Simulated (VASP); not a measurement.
The system is ReAs3Os2.

```
CELL_PARAMETERS angstrom
3.85049 0.00000 0.00000
0.00000 3.85049 0.00000
0.00000 0.00000 9.03823
ATOMIC_POSITIONS crystal
Re 0.50000 0.50000 0.27484
As 0.50000 0.50000 0.94956
As 0.00000 0.00000 0.14742
As 0.50000 0.50000 0.56014
Os 0.50000 0.00000 0.53831
Os 0.00000 0.50000 0.53831
```

```yaml
Program: VASP 6.6.1
Task: relaxation of cell and atoms
Functional: PBE
Potentials_or_basis: VASP PAW PBE potentials, release 64 (Re, As, Os)
Cutoff: 600 eV
k_mesh: 4 × 4 × 2
Occupations: gaussian, width 0.1 eV
Spin: no spin polarisation
```

At the start: pressure 40.8 GPa; volume 22.33 Å³/atom.

Task: Where does the relaxation end?

Result: Over 38 steps the energy falls by 2706.6 meV/atom and the volume is 22.76 Å³/atom (+1.9 %); space group P4mm (No. 99, to 0.05 Å).

Step by step:
```
step  energy change (eV)  largest force (eV/Å)  pressure (GPa)  volume (Å³)
   1              0.0000                8.8272           40.77       134.00
   2              0.5747                3.1261          -15.47       258.98
   3             -7.0989                2.8302          -12.56       179.12
   4             -7.2460                2.9503          -10.54       174.26
   5             -7.2700                3.1267           -8.34       170.03
   6            -10.4315                5.7238           -3.02       147.37
   7            -10.5279                8.4572           11.03       132.42
   8            -10.8525                7.1166            2.83       139.29
   9            -12.8207                4.3993            2.17       133.99
  10            -12.6478                7.2229           16.52       124.18
  11            -13.5912                5.2804            4.47       130.07
  12            -13.6766                5.8101            6.85       128.16
  13            -14.5969                4.4089            5.63       129.01
  14            -14.6051                4.1151            5.41       128.94
  15            -15.3229                2.0584            0.21       132.35
  16            -15.5879                1.6860           -3.01       135.28
  17            -15.6302                1.6018           -4.21       136.65
  18            -15.6361                1.5596           -4.66       137.21
  19            -15.7651                1.3877           -0.77       133.60
  20            -15.7860                1.2743            1.71       131.59
  21            -15.8537                1.3275            1.48       131.68
  22            -15.9794                1.2868            1.18       131.95
  23            -15.9937                1.7529            1.22       132.07
  24            -16.0458                1.5003            0.85       132.56
  25            -16.1488                0.7986           -0.05       134.05
  26            -16.1104                0.6324           -0.97       137.05
  27            -16.1734                0.3232           -0.51       135.16
  28            -16.1943                0.2527            0.17       134.86
  29            -16.2139                0.2386            1.57       134.26
  30            -16.2312                0.2275            0.32       135.63
  31            -16.2344                0.2823           -0.52       136.60
  32            -16.2373                0.1435           -0.20       136.54
  33            -16.2376                0.1238           -0.08       136.52
  34            -16.2383                0.0831            0.04       136.42
  35            -16.2390                0.0763            0.23       136.26
  36            -16.2393                0.0513           -0.11       136.59
  37            -16.2393                0.0480           -0.07       136.56
  38            -16.2396                0.0305           -0.05       136.59
```

Final structure:
```yaml
crystal:
  lattice:
    - [4.17723, 0.00000, 0.00000]
    - [0.00000, 4.17723, 0.00000]
    - [0.00000, 0.00000, 7.82764]
  atoms:
    - { symbol: Re, position: [0.50000, 0.50000, 0.26471] }
    - { symbol: As, position: [0.50000, 0.50000, 0.96902] }
    - { symbol: As, position: [0.00000, 0.00000, 0.23868] }
    - { symbol: As, position: [0.50000, 0.50000, 0.64517] }
    - { symbol: Os, position: [0.50000, 0.00000, 0.44550] }
    - { symbol: Os, position: [0.00000, 0.50000, 0.44550] }
```

Caveat: the k points lie up to 0.40 Å⁻¹ apart in the final cell; this functional lacks dispersion, which binds the layers, so the pressure and a relaxed spacing across them are unreliable.
